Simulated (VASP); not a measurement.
Input of a VASP 6.6.1 run:

File INCAR:

```
PREC = Accurate
ENCUT = 520
EDIFF = 1E-7
ISMEAR = -1
SIGMA = 0.05
LREAL = F
LASPH = T
NELM = 100
ALGO = Normal
ISIF = 2
LWAVE = F
LCHARG = F
NBANDS = 12
```

KPOINTS

```
Automatic mesh
0
Gamma
  16 16 16
```

File POSCAR:

```
Ta
1.0
   -1.6265202127      1.6265202127      1.6265202127
    1.6265202127     -1.6265202127      1.6265202127
    1.6265202127      1.6265202127     -1.6265202127
Ta
1
Direct
    0.0000000000      0.0000000000      0.0000000000
```

Potentials or basis: VASP PAW LDA potentials, release 64 (Ta_pv).

The run is started by

```sh
$ cat potpaw_LDA.64/Ta_pv/POTCAR > POTCAR
$ mpirun -np 1 vasp_std > vasp.out
```

Problem. Predict the pressure.

Solution. 0.8 GPa.
